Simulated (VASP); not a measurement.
# CdSe (F-43m) in VASP: single point with PBE

Aim: the single point of CdSe with PBE.

All numbers are computed with VASP 6.6.1; they aren't measurements. Logs are shortened: lines on timing, memory, paths and dates and some standing lists are left out, and cuts for length are marked.

## (1) The cell of the first run

The structure is cubic, space group F-43m (No. 216). Conventional cell: a = 6.141 Å, b = 6.141 Å, c = 6.141 Å, α = 90.00°, β = 90.00°, γ = 90.00°. Within 3.5 Å of Cd (site symmetry -43m) lie 4 Se at 2.66 Å. Within 3.5 Å of Se (site symmetry -43m) lie 4 Cd at 2.66 Å.

## (2) Single point, PBE

The input, INCAR:

```
SYSTEM = CdSe
ALGO = Normal ; EDIFF = 1E-7
ENCUT = 520 ; GGA = PE
ISIF = 2 ; ISMEAR = 0
LASPH = .TRUE. ; LCHARG = .FALSE.
LREAL = .FALSE. ; LWAVE = .FALSE.
NBANDS = 16 ; NELM = 80
PREC = Accurate ; SIGMA = 0.01
```

The input, KPOINTS:

```
k-points
0
G
  6 6 6
  0 0 0
```

The input, POSCAR:

```
CdSe
1.0
    0.0000000000      3.0702700000      3.0702700000
    3.0702700000      0.0000000000      3.0702700000
    3.0702700000      3.0702700000      0.0000000000
Cd Se
1 1
Direct
    0.0000000000      0.0000000000      0.0000000000
    0.7500000000      0.7500000000      0.7500000000
```

Potentials or basis: VASP PAW PBE potentials, release 64 (Cd, Se).

Launch:

```bash
$ cat potpaw_PBE.64/Cd/POTCAR potpaw_PBE.64/Se/POTCAR > POTCAR
$ mpirun -np 1 vasp_std > vasp.out
```

OUTCAR:

```text
SYSTEM = CdSe
   EDIFF = 1E-7
   ENCUT = 520
   GGA = PE
   ISIF = 2
   ISMEAR = 0
   LASPH = .TRUE.
   LREAL = .FALSE.
   NELM = 80
   PREC = Accurate

 ion  position               nearest neighbor table
   1  0.000  0.000  0.000-   2 2.66   2 2.66   2 2.66   2 2.66
   2  0.750  0.750  0.750-   1 2.66   1 2.66   1 2.66   1 2.66

  LATTYP: Found a face centered cubic cell.
 ALAT       =     6.1405400000

  Lattice vectors:

 A1 = (   0.0000000000,   3.0702700000,   3.0702700000)
 A2 = (   3.0702700000,   0.0000000000,   3.0702700000)
 A3 = (   3.0702700000,   3.0702700000,   0.0000000000)

Analysis of symmetry for initial positions (statically):
=====================================================================
 Subroutine PRICEL returns:
 Original cell was already a primitive cell.

 Routine SETGRP: Setting up the symmetry group for a
 face centered cubic supercell.

 Subroutine GETGRP returns: Found 24 space group operations
 (whereof 24 operations were pure point group operations)
 out of a pool of 48 trial point group operations.

The static configuration has the point symmetry T_d .

Analysis of symmetry for dynamics (positions and initial velocities):
=====================================================================
 Subroutine PRICEL returns:
 Original cell was already a primitive cell.

 Routine SETGRP: Setting up the symmetry group for a
 face centered cubic supercell.

 Subroutine GETGRP returns: Found 24 space group operations
 (whereof 24 operations were pure point group operations)
 out of a pool of 48 trial point group operations.

The dynamic configuration has the point symmetry T_d .

 Subroutine INISYM returns: Found 24 space group operations
 (whereof 24 operations are pure point group operations),
 and found     1 'primitive' translations

----------------------------------------------------------------------------------------

                                     Primitive cell

  volume of cell :      57.8842

  direct lattice vectors                    reciprocal lattice vectors
     0.000000000  3.070270000  3.070270000    -0.162852127  0.162852127  0.162852127
     3.070270000  0.000000000  3.070270000     0.162852127 -0.162852127  0.162852127
     3.070270000  3.070270000  0.000000000     0.162852127  0.162852127 -0.162852127

  length of vectors
     4.342017474  4.342017474  4.342017474     0.282068158  0.282068158  0.282068158

  position of ions in fractional coordinates (direct lattice)
     0.000000000  0.000000000  0.000000000
     0.750000000  0.750000000  0.750000000

  ion indices of the primitive-cell ions
   primitive index   ion index
                 1           1
                 2           2

----------------------------------------------------------------------------------------

 KPOINTS: k-points

Automatic generation of k-mesh.
 Grid dimensions read from file:
 generate k-points for:    6    6    6

 Generating k-lattice:

  Cartesian coordinates                     Fractional coordinates (reciprocal lattice)
    -0.027142021  0.027142021  0.027142021     0.166666667  0.000000000  0.000000000
     0.027142021 -0.027142021  0.027142021     0.000000000  0.166666667  0.000000000
     0.027142021  0.027142021 -0.027142021     0.000000000  0.000000000  0.166666667

  Length of vectors
     0.047011360  0.047011360  0.047011360

  Shift w.r.t. Gamma in fractional coordinates (k-lattice)
     0.000000000  0.000000000  0.000000000

 Subroutine IBZKPT returns following result:
 ===========================================

 Found     16 irreducible k-points:

 Following reciprocal coordinates:
            Coordinates               Weight
  0.000000  0.000000  0.000000      1.000000
  0.166667  0.000000  0.000000      8.000000
  0.333333  0.000000  0.000000      8.000000
  0.500000  0.000000  0.000000      4.000000
  0.166667  0.166667  0.000000      6.000000
  0.333333  0.166667  0.000000     24.000000
[... 8 lines left out ...]
 -0.333333  0.333333  0.166667     24.000000
 -0.333333  0.500000  0.166667     12.000000
   k-points           NKPTS =     16   k-points in BZ     NKDIM =     16   number of bands    NBANDS=     16
   number of dos      NEDOS =    301   number of ions     NIONS =      2
   total plane-waves  NPLWV =  32768
   dimension x,y,z NGX =    32 NGY =   32 NGZ =   32
   dimension x,y,z NGXF=    64 NGYF=   64 NGZF=   64
   ions per type =               1   1
   NGX,Y,Z   is equivalent  to a cutoff of  12.25, 12.25, 12.25 a.u.
   NGXF,Y,Z  is equivalent  to a cutoff of  24.50, 24.50, 24.50 a.u.
 SYSTEM =  CdSe
   PREC   = accura    normal or accurate (medium, high low for compatibility)
   ISTART =      0    job   : 0-new  1-cont  2-samecut
   ICHARG =      2    charge: 1-file 2-atom 10-const
   ISPIN  =      1    spin polarized calculation?
   LNONCOLLINEAR =      F non collinear calculations
   LSORBIT =      F    spin-orbit coupling
   LASPH  =      T    aspherical Exc in radial PAW
   ENCUT  =  520.0 eV  38.22 Ry    6.18 a.u.   8.07  8.07  8.07*2*pi/ulx,y,z
   NELM   =     80;   NELMIN=  2; NELMDL= -5     # of ELM steps
   EDIFF  = 0.1E-06   stopping-criterion for ELM
   LREAL  =      F    real-space projection
   EDIFFG = 0.1E-05   stopping-criterion for IOM
   NSW    =      0    number of steps for IOM
   IBRION =     -1    ionic relax: 0-MD 1-quasi-New 2-CG
   NFREE  =      0    steps in history (QN), initial steepest desc. (CG)
   ISIF   =      2    stress and relaxation
   ISYM   =      2    0-nonsym 1-usesym 2-fastsym
   POTIM  = 0.5000    time-step for ionic-motion
   TEBEG  =    0.0;   TEEND  =   0.0 temperature during run
   PSTRESS=    0.0 pullay stress
   NELECT =      18.0000    total number of electrons
   NUPDOWN=      -1.0000    fix difference up-down
   EMIN   =  10.00;   EMAX   =-10.00  energy-range for DOS
   EFERMI =   0.00;   METHOD = LEGACY
   ISMEAR =     0;   SIGMA  =   0.01  broadening in eV -4-tet -1-fermi 0-gaus
   EFERMI_NEDOS =   21; number of points for ismear=-14 and -15
   IALGO  =     38    algorithm
   IMIX   =      4    mixing-type and parameters
     AMIX     =   0.40;   BMIX     =  1.00
     AMIX_MAG =   1.60;   BMIX_MAG =  1.00
  volume/ion in A,a.u.               =      28.94       195.31
  Fermi-wavevector in a.u.,A,eV,Ry     =   1.109121  2.095936 16.737212  1.230150
  Thomas-Fermi vector in A             =   2.245657
   LORBIT       =      0    0 simple, 1 ext, 2 COOP (PROOUT), +10 PAW based schemes
   GGA     = PE    functional components
   LHFCALC =     F    Hartree Fock is set to
   AEXX    =    0.0000 exact exchange contribution
   IVDW    =     0    specifies the selected vdW correction
   LEPSILON=     F    determine dielectric tensor
   LRPA    =     F    only Hartree local field effects (RPA)
 non-spin polarized calculation
 Gauss-broadening in eV      SIGMA  =   0.01
  energy-cutoff  :      520.00
  volume of cell :       57.88
 maximum number of plane-waves:      1588
   NGX = 17   NGY = 17   NGZ = 17

 number of electron      18.0000008 magnetization

 Free energy of the ion-electron system (eV)
  ---------------------------------------------------
  ext. energy  EPLUGINS =         0.00000000
  ---------------------------------------------------
  free energy    TOTEN  =        -5.48654654 eV

  energy without entropy =       -5.48654654  energy(sigma->0) =       -5.48654654

 E-fermi :   0.7719     XC(G=0):  -8.7546

 val. band max:        0.7223530952   @ k =   0.0000   0.0000   0.0000
 cond. band min:       1.2703023107   @ k =   0.0000   0.0000   0.0000
 fundamental gap:      0.5479492155
 Fermi energy:         0.7719004747

 k-point     1 :       0.0000    0.0000    0.0000
  band No.  band energies     occupation
      1     -11.7141      2.00000
      2      -7.1232      2.00000
      3      -7.1232      2.00000
      4      -7.1232      2.00000
      5      -6.7791      2.00000
      6      -6.7791      2.00000
[... 8 lines left out ...]
     15      11.7546      0.00000
     16      11.7546      0.00000

 k-point     2 :       0.1667    0.0000    0.0000
  band No.  band energies     occupation
      1     -11.6282      2.00000
      2      -7.0966      2.00000
      3      -7.0966      2.00000
      4      -7.0384      2.00000
      5      -6.7798      2.00000
      6      -6.7798      2.00000
[... 8 lines left out ...]
     15      10.8141      0.00000
     16      11.1781      0.00000

 k-point     3 :       0.3333    0.0000    0.0000
  band No.  band energies     occupation
      1     -11.4540      2.00000
      2      -7.0523      2.00000
      3      -7.0523      2.00000
      4      -6.7698      2.00000
      5      -6.7698      2.00000
      6      -6.7563      2.00000
[... 8 lines left out ...]
     15      11.2278      0.00000
     16      11.2278      0.00000

 k-point     4 :       0.5000    0.0000    0.0000
  band No.  band energies     occupation
      1     -11.3661      2.00000
      2      -7.0364      2.00000
      3      -7.0364      2.00000
      4      -6.7573      2.00000
      5      -6.7573      2.00000
      6      -6.5049      2.00000
[... 8 lines left out ...]
     15      12.7718      0.00000
     16      12.7718      0.00000
[... 172 lines left out ...]
 k-point    14 :       0.5000    0.3333    0.1667
  band No.  band energies     occupation
      1     -11.3413      2.00000
      2      -6.9883      2.00000
      3      -6.9800      2.00000
      4      -6.8396      2.00000
      5      -6.7545      2.00000
      6      -6.5526      2.00000
[... 8 lines left out ...]
     15      12.7358      0.00000
     16      13.6889      0.00000

 k-point    15 :      -0.3333    0.3333    0.1667
  band No.  band energies     occupation
      1     -11.2847      2.00000
      2      -6.9815      2.00000
      3      -6.9563      2.00000
      4      -6.8075      2.00000
      5      -6.7684      2.00000
      6      -6.3806      2.00000
[... 8 lines left out ...]
     15      12.5243      0.00000
     16      13.6064      0.00000

 k-point    16 :      -0.3333    0.5000    0.1667
  band No.  band energies     occupation
      1     -11.2571      2.00000
      2      -6.9483      2.00000
      3      -6.9330      2.00000
      4      -6.8364      2.00000
      5      -6.7533      2.00000
      6      -6.3569      2.00000
[... 8 lines left out ...]
     15      13.4476      0.00000
     16      13.5581      0.00000

------------------------ aborting loop because EDIFF is reached ----------------------------------------

  FORCE on cell =-STRESS in cart. coord.  units (eV):
  Direction    XX          YY          ZZ          XY          YZ          ZX
  --------------------------------------------------------------------------------------
  -------------------------------------------------------------------------------------
  Total        0.5691114      0.5691114      0.5691114      0.0000000      0.0000000      0.0000000
  in kB       15.7524518     15.7524518     15.7524518      0.0000000      0.0000000      0.0000000
  external PRESSURE =      15.7524518 kB  Pullay stress =       0.0000000 kB

 VOLUME and BASIS-vectors are now :
 -----------------------------------------------------------------------------
  energy-cutoff  :      520.00
  volume of cell :       57.88
      direct lattice vectors                 reciprocal lattice vectors
     0.000000000  3.070270000  3.070270000    -0.162852127  0.162852127  0.162852127
     3.070270000  0.000000000  3.070270000     0.162852127 -0.162852127  0.162852127
     3.070270000  3.070270000  0.000000000     0.162852127  0.162852127 -0.162852127

 POSITION                                       TOTAL-FORCE (eV/Angst)
 -----------------------------------------------------------------------------------
      0.00000      0.00000      0.00000         0.000000      0.000000      0.000000
      4.60540      4.60540      4.60540        -0.000000     -0.000000     -0.000000
 -----------------------------------------------------------------------------------
    total drift:                                0.000001      0.000001      0.000000

  FREE ENERGIE OF THE ION-ELECTRON SYSTEM (eV)
  ---------------------------------------------------
  free  energy   TOTEN  =        -5.4865465419 eV

  energy  without entropy=       -5.4865465419  energy(sigma->0) =       -5.48654654
```

It took 13 s on 1 thread of AMD EPYC 7R13 (Zen 3), shared host; peak memory 0.15 GiB.

What came out:

```
Free energy            : -5.4865 eV
Pressure               : 1.6 GPa
Band gap on the k mesh : 0.55 eV, direct
```
